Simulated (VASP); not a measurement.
# Sr (Im-3m) in VASP: a series of runs

The runs below take Sr through single point, relaxation of cell and atoms, with PBEsol.

Everything below comes from runs of VASP 6.6.1. Logs are shortened: lines on timing, memory, paths and dates and some standing lists are left out, and cuts for length are marked.

## (1) The cell of the first run

It takes space group Im-3m (No. 229, cubic). Conventional cell: a = 4.668 Å, b = 4.668 Å, c = 4.668 Å, α = 90.00°, β = 90.00°, γ = 90.00°. Within 5.3 Å of Sr (site symmetry m-3m) lie 14 Sr at 4.04 to 4.67 Å.

## (2) Single point, PBEsol

File INCAR:

```
SYSTEM = Sr
  PREC = Accurate
  ENCUT = 520
  EDIFF = 1E-6
  ISMEAR = 0
  SIGMA = 0.1
  LREAL = .FALSE.
  LASPH = .TRUE.
  NELM = 80
  ALGO = Normal
  ISIF = 2
  LWAVE = .FALSE.
  LCHARG = .FALSE.
  GGA = PS
  NBANDS = 11
```

File KPOINTS:

```
Automatic mesh
0
G
  12 12 12
  0 0 0
```

File POSCAR:

```
Sr
1.0
   -2.3339092333      2.3339092333      2.3339092333
    2.3339092333     -2.3339092333      2.3339092333
    2.3339092333      2.3339092333     -2.3339092333
Sr
1
Direct
    0.0000000000      0.0000000000      0.0000000000
```

Potentials or basis: VASP PAW PBE potentials, release 64 (Sr_sv).

The run is started by

```bash
$ cat potpaw_PBE.64/Sr_sv/POTCAR > POTCAR
$ mpirun -np 1 vasp_std > vasp.out
```

OUTCAR:

```text
SYSTEM = Sr
   PREC = Accurate
   ENCUT = 520
   EDIFF = 1E-6
   ISMEAR = 0
   LREAL = .FALSE.
   LASPH = .TRUE.
   NELM = 80
   ISIF = 2
   GGA = PS

 ion  position               nearest neighbor table
   1  0.000  0.000  0.000-

  LATTYP: Found a body centered cubic cell.
 ALAT       =     4.6678184666

  Lattice vectors:

 A1 = (  -2.3339092333,   2.3339092333,   2.3339092333)
 A2 = (   2.3339092333,  -2.3339092333,   2.3339092333)
 A3 = (   2.3339092333,   2.3339092333,  -2.3339092333)

Analysis of symmetry for initial positions (statically):
=====================================================================
 Subroutine PRICEL returns:
 Original cell was already a primitive cell.

 Routine SETGRP: Setting up the symmetry group for a
 body centered cubic supercell.

 Subroutine GETGRP returns: Found 48 space group operations
 (whereof 48 operations were pure point group operations)
 out of a pool of 48 trial point group operations.

The static configuration has the point symmetry O_h .

Analysis of symmetry for dynamics (positions and initial velocities):
=====================================================================
 Subroutine PRICEL returns:
 Original cell was already a primitive cell.

 Routine SETGRP: Setting up the symmetry group for a
 body centered cubic supercell.

 Subroutine GETGRP returns: Found 48 space group operations
 (whereof 48 operations were pure point group operations)
 out of a pool of 48 trial point group operations.

The dynamic configuration has the point symmetry O_h .

 Subroutine INISYM returns: Found 48 space group operations
 (whereof 48 operations are pure point group operations),
 and found     1 'primitive' translations

----------------------------------------------------------------------------------------

                                     Primitive cell

  volume of cell :      50.8524

  direct lattice vectors                    reciprocal lattice vectors
    -2.333909233  2.333909233  2.333909233     0.000000000  0.214232839  0.214232839
     2.333909233 -2.333909233  2.333909233     0.214232839  0.000000000  0.214232839
     2.333909233  2.333909233 -2.333909233     0.214232839  0.214232839  0.000000000

  length of vectors
     4.042449372  4.042449372  4.042449372     0.302970986  0.302970986  0.302970986

  position of ions in fractional coordinates (direct lattice)
     0.000000000  0.000000000  0.000000000

  ion indices of the primitive-cell ions
   primitive index   ion index
                 1           1

----------------------------------------------------------------------------------------

 KPOINTS: Automatic mesh

Automatic generation of k-mesh.
 Grid dimensions read from file:
 generate k-points for:   12   12   12

 Generating k-lattice:

  Cartesian coordinates                     Fractional coordinates (reciprocal lattice)
     0.000000000  0.017852737  0.017852737     0.083333333  0.000000000  0.000000000
     0.017852737  0.000000000  0.017852737     0.000000000  0.083333333  0.000000000
     0.017852737  0.017852737  0.000000000     0.000000000  0.000000000  0.083333333

  Length of vectors
     0.025247582  0.025247582  0.025247582

  Shift w.r.t. Gamma in fractional coordinates (k-lattice)
     0.000000000  0.000000000  0.000000000

 Subroutine IBZKPT returns following result:
 ===========================================

 Found     72 irreducible k-points:

 Following reciprocal coordinates:
            Coordinates               Weight
  0.000000  0.000000  0.000000      1.000000
  0.083333  0.000000  0.000000     12.000000
  0.166667  0.000000  0.000000     12.000000
  0.250000  0.000000  0.000000     12.000000
  0.333333  0.000000  0.000000     12.000000
  0.416667  0.000000  0.000000     12.000000
[... 16 lines left out ...]
  0.333333  0.083333  0.083333     24.000000
  0.416667  0.083333  0.083333     12.000000
 [... further k-points ...]
   k-points           NKPTS =     72   k-points in BZ     NKDIM =     72   number of bands    NBANDS=     11
   number of dos      NEDOS =    301   number of ions     NIONS =      1
   total plane-waves  NPLWV =  27000
   dimension x,y,z NGX =    30 NGY =   30 NGZ =   30
   dimension x,y,z NGXF=    60 NGYF=   60 NGZF=   60
   ions per type =               1
   NGX,Y,Z   is equivalent  to a cutoff of  12.34, 12.34, 12.34 a.u.
   NGXF,Y,Z  is equivalent  to a cutoff of  24.68, 24.68, 24.68 a.u.
 SYSTEM =  Sr
   PREC   = accura    normal or accurate (medium, high low for compatibility)
   ISTART =      0    job   : 0-new  1-cont  2-samecut
   ICHARG =      2    charge: 1-file 2-atom 10-const
   ISPIN  =      1    spin polarized calculation?
   LNONCOLLINEAR =      F non collinear calculations
   LSORBIT =      F    spin-orbit coupling
   LASPH  =      T    aspherical Exc in radial PAW
   ENCUT  =  520.0 eV  38.22 Ry    6.18 a.u.   7.52  7.52  7.52*2*pi/ulx,y,z
   NELM   =     80;   NELMIN=  2; NELMDL= -5     # of ELM steps
   EDIFF  = 0.1E-05   stopping-criterion for ELM
   LREAL  =      F    real-space projection
   EDIFFG = 0.1E-04   stopping-criterion for IOM
   NSW    =      0    number of steps for IOM
   IBRION =     -1    ionic relax: 0-MD 1-quasi-New 2-CG
   NFREE  =      0    steps in history (QN), initial steepest desc. (CG)
   ISIF   =      2    stress and relaxation
   ISYM   =      2    0-nonsym 1-usesym 2-fastsym
   POTIM  = 0.5000    time-step for ionic-motion
   TEBEG  =    0.0;   TEEND  =   0.0 temperature during run
   PSTRESS=    0.0 pullay stress
   NELECT =      10.0000    total number of electrons
   NUPDOWN=      -1.0000    fix difference up-down
   EMIN   =  10.00;   EMAX   =-10.00  energy-range for DOS
   EFERMI =   0.00;   METHOD = LEGACY
   ISMEAR =     0;   SIGMA  =   0.10  broadening in eV -4-tet -1-fermi 0-gaus
   EFERMI_NEDOS =   21; number of points for ismear=-14 and -15
   IALGO  =     38    algorithm
   IMIX   =      4    mixing-type and parameters
     AMIX     =   0.40;   BMIX     =  1.00
     AMIX_MAG =   1.60;   BMIX_MAG =  1.00
  volume/ion in A,a.u.               =      50.85       343.17
  Fermi-wavevector in a.u.,A,eV,Ry     =   0.952001  1.799022 12.331048  0.906306
  Thomas-Fermi vector in A             =   2.080524
   LORBIT       =      0    0 simple, 1 ext, 2 COOP (PROOUT), +10 PAW based schemes
   GGA     = PS    functional components
   LHFCALC =     F    Hartree Fock is set to
   AEXX    =    0.0000 exact exchange contribution
   IVDW    =     0    specifies the selected vdW correction
   LEPSILON=     F    determine dielectric tensor
   LRPA    =     F    only Hartree local field effects (RPA)
 non-spin polarized calculation
 Gauss-broadening in eV      SIGMA  =   0.10
  energy-cutoff  :      520.00
  volume of cell :       50.85
 maximum number of plane-waves:      1409
   NGX = 15   NGY = 15   NGZ = 15

 number of electron      10.0000000 magnetization

 Free energy of the ion-electron system (eV)
  ---------------------------------------------------
  ext. energy  EPLUGINS =         0.00000000
  ---------------------------------------------------
  free energy    TOTEN  =        -1.83965371 eV

  energy without entropy =       -1.83432510  energy(sigma->0) =       -1.83698941

 E-fermi :   1.7598     XC(G=0):  -7.6764

 val. band max:        1.7264027181   @ k =   0.3333   0.2500   0.0833
 cond. band min:       1.7662032340   @ k =  -0.4167  -0.4167   0.2500
 fundamental gap:      0.0398005160
 Fermi energy:         1.7598021573

 k-point     1 :       0.0000    0.0000    0.0000
  band No.  band energies     occupation
      1     -34.6135      2.00000
      2     -16.4960      2.00000
      3     -16.4960      2.00000
      4     -16.4960      2.00000
      5      -2.0057      2.00000
      6       4.2189      0.00000
      7       4.2189      0.00000
      8       4.2189      0.00000
      9       5.6563      0.00000
     10       5.6563      0.00000
     11      10.1499      0.00000

 k-point     2 :       0.0833    0.0000    0.0000
  band No.  band energies     occupation
      1     -34.6120      2.00000
      2     -16.5145      2.00000
      3     -16.5019      2.00000
      4     -16.4961      2.00000
      5      -1.8775      2.00000
      6       4.1035      0.00000
      7       4.1391      0.00000
      8       4.3448      0.00000
      9       5.4838      0.00000
     10       5.6484      0.00000
     11      10.2888      0.00000

 k-point     3 :       0.1667    0.0000    0.0000
  band No.  band energies     occupation
      1     -34.6079      2.00000
      2     -16.5643      2.00000
      3     -16.5180      2.00000
      4     -16.4962      2.00000
      5      -1.5071      2.00000
      6       3.7975      0.00000
      7       3.8223      0.00000
      8       4.7172      0.00000
      9       5.3183      0.00000
     10       5.6511      0.00000
     11      10.4720      0.00000

 k-point     4 :       0.2500    0.0000    0.0000
  band No.  band energies     occupation
      1     -34.6023      2.00000
      2     -16.6311      2.00000
      3     -16.5398      2.00000
      4     -16.4963      2.00000
      5      -0.9382      2.00000
      6       3.2454      0.00000
      7       3.4963      0.00000
      8       5.3189      0.00000
      9       5.3933      0.00000
     10       5.7154      0.00000
     11      10.0227      0.00000
[... 239 lines left out ...]
 k-point    22 :       0.2500    0.0833    0.0833
  band No.  band energies     occupation
      1     -34.5958      2.00000
      2     -16.6986      2.00000
      3     -16.5620      2.00000
      4     -16.5123      2.00000
      5      -0.0311      2.00000
      6       2.6409      0.00000
      7       2.9793      0.00000
      8       5.6608      0.00000
      9       5.9646      0.00000
     10       6.3725      0.00000
     11       8.7794      0.00000

 k-point    23 :       0.3333    0.0833    0.0833
  band No.  band energies     occupation
      1     -34.5922      2.00000
      2     -16.7310      2.00000
      3     -16.5851      2.00000
      4     -16.5133      2.00000
      5       0.6332      2.00000
      6       2.2685      0.00000
      7       2.8227      0.00000
      8       5.6706      0.00000
      9       6.1424      0.00000
     10       7.0503      0.00000
     11       7.9755      0.00000

 k-point    24 :       0.4167    0.0833    0.0833
  band No.  band energies     occupation
      1     -34.5908      2.00000
      2     -16.7424      2.00000
      3     -16.5938      2.00000
      4     -16.5137      2.00000
      5       0.9636      2.00000
      6       2.0865      0.00000
      7       2.7699      0.00000
      8       5.6053      0.00000
      9       6.2262      0.00000
     10       7.3805      0.00000
     11       7.7521      0.00000

 [... further k-points ...]
[... 5 lines left out ...]
  --------------------------------------------------------------------------------------
  -------------------------------------------------------------------------------------
  Total        0.0096151      0.0096151      0.0096151     -0.0000000     -0.0000000      0.0000000
  in kB        0.3029378      0.3029378      0.3029378     -0.0000000     -0.0000000      0.0000000
  external PRESSURE =       0.3029378 kB  Pullay stress =       0.0000000 kB

 VOLUME and BASIS-vectors are now :
 -----------------------------------------------------------------------------
  energy-cutoff  :      520.00
  volume of cell :       50.85
      direct lattice vectors                 reciprocal lattice vectors
    -2.333909233  2.333909233  2.333909233     0.000000000  0.214232839  0.214232839
     2.333909233 -2.333909233  2.333909233     0.214232839  0.000000000  0.214232839
     2.333909233  2.333909233 -2.333909233     0.214232839  0.214232839  0.000000000

 POSITION                                       TOTAL-FORCE (eV/Angst)
 -----------------------------------------------------------------------------------
      0.00000      0.00000      0.00000        -0.000000      0.000000      0.000000
 -----------------------------------------------------------------------------------
    total drift:                               -0.000000     -0.000000      0.000000

  FREE ENERGIE OF THE ION-ELECTRON SYSTEM (eV)
  ---------------------------------------------------
  free  energy   TOTEN  =        -1.8396537135 eV

  energy  without entropy=       -1.8343250987  energy(sigma->0) =       -1.83698941
```

It took 41 s on 1 thread of AMD EPYC 7R43 (Zen 3), shared host; peak memory 0.15 GiB.

What came out:

```
Free energy            : -1.8397 eV
Pressure               : 0.0 GPa
Band gap on the k mesh : zero (band 5 reaches 2.13 eV, above the bottom of band 6 at 1.53 eV)
```

Caveat: the PAW data sets were made with another functional, which shifts forces and pressure a little.

## (3) Relaxation of cell and atoms, PBEsol

This run uses another cell than the first one, of 52.90 Å³/atom, 1.040 times its volume.

File INCAR:

```
SYSTEM = Sr
  PREC = Accurate
  ENCUT = 600
  EDIFF = 1E-7
  ISMEAR = 0
  SIGMA = 0.1
  LREAL = .FALSE.
  LASPH = .TRUE.
  NELM = 60
  ALGO = Fast
  ISIF = 3
  LWAVE = .FALSE.
  LCHARG = .FALSE.
  GGA = PS
  IBRION = 2
  NSW = 100
  EDIFFG = -0.005
```

File KPOINTS:

```
regular mesh
0
G
  12 12 12
  0 0 0
```

File POSCAR:

```
Sr
1.0
   -2.3648849949      2.3648849949      2.3648849949
    2.3648849949     -2.3648849949      2.3648849949
    2.3648849949      2.3648849949     -2.3648849949
Sr
1
Direct
    0.0000000000      0.0000000000      0.0000000000
```

Potentials or basis: VASP PAW PBE potentials, release 64 (Sr_sv).

The run is started by

```bash
$ cat potpaw_PBE.64/Sr_sv/POTCAR > POTCAR
$ mpirun -np 1 vasp_std > vasp.out
```

Run time: 4.1 min. Hardware: 1 thread of AMD EPYC 7R43 (Zen 3), shared host; peak memory 0.22 GiB.

Results (log left out):

```
Free energy                            : -1.8396 eV
Relaxed volume                         : 50.99 Å³/atom
Relaxed cell                           : a = 4.046 Å, b = 4.046 Å, c = 4.046 Å, α = 109.47°, β = 109.47°, γ = 109.47°
Space group after relaxing (to 0.05 Å) : Im-3m (No. 229)
Energy gained by relaxing              : 2.7 meV/atom
Ionic steps                            : 3
Pressure after relaxing                : 0.0 GPa
Band gap on the k mesh                 : zero (band 5 reaches 2.12 eV, above the bottom of band 6 at 1.52 eV)
```

The path:
```tsv
step	energy change (eV)	largest force (eV/Å)	pressure (GPa)	volume (Å³)
1	0.0000	0.0000	-0.44	52.90
2	-0.0022	0.0000	-0.20	51.80
3	-0.0027	0.0000	-0.01	50.99
```

Final structure:
```yaml
crystal:
  lattice:
    - [-2.33606, 2.33606, 2.33606]
    - [2.33606, -2.33606, 2.33606]
    - [2.33606, 2.33606, -2.33606]
  atoms:
    - { symbol: Sr, position: [0.00000, 0.00000, 0.00000] }
```

Levels at points of the mesh, in eV from the Fermi level:
| k point | band 1 | band 2 | band 3 | band 4 | band 5 | band 6 | band 7 | band 8 | band 9 |
| --- | --- | --- | --- | --- | --- | --- | --- | --- | --- |
| (0.00, 0.00, 0.00) | -36.38 | -18.26 | -18.26 | -18.26 | -3.76 | 2.45 | 2.45 | 2.45 | 3.89 |
| (0.50, 0.00, 0.00) | -36.36 | -18.53 | -18.35 | -18.26 | -1.06 | 0.35 | 1.21 | 3.72 | 4.43 |
| (0.50, 0.50, 0.50) | -36.34 | -18.45 | -18.45 | -18.45 | -0.23 | -0.23 | 3.92 | 3.92 | 3.92 |

Caveat: the PAW data sets were made with another functional, which shifts forces and pressure a little.
